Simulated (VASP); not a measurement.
A run of VASP 6.6.1 is set up as follows.

File INCAR:

```
PREC = Accurate
ENCUT = 520
EDIFF = 1E-6
ISMEAR = 0
SIGMA = 0.1
LREAL = False
LASPH = True
NELM = 80
ALGO = Normal
ISIF = 2
LWAVE = False
LCHARG = False
GGA = PE
NBANDS = 22
```

Contents of KPOINTS:

```
regular mesh
0
Gamma
  10 10 10
```

POSCAR

```
Sb3Pb
1.0
   -3.0854934681      3.0854934681      3.0854934681
    3.0854934681     -3.0854934681      3.0854934681
    3.0854934681      3.0854934681     -3.0854934681
Sb Pb
3 1
Direct
    0.0000000000      0.5000000000      0.5000000000
    0.5000000000      0.0000000000      0.5000000000
    0.5000000000      0.5000000000      0.0000000000
    0.0000000000      0.0000000000      0.0000000000
```

Potentials or basis: VASP PAW PBE potentials, release 64 (Sb, Pb_d).

Run with:

```sh
$ cat potpaw_PBE.64/Sb/POTCAR potpaw_PBE.64/Pb_d/POTCAR > POTCAR
$ mpirun -np 1 vasp_std > vasp.out
```

Estimate the pressure.

3.4 GPa.
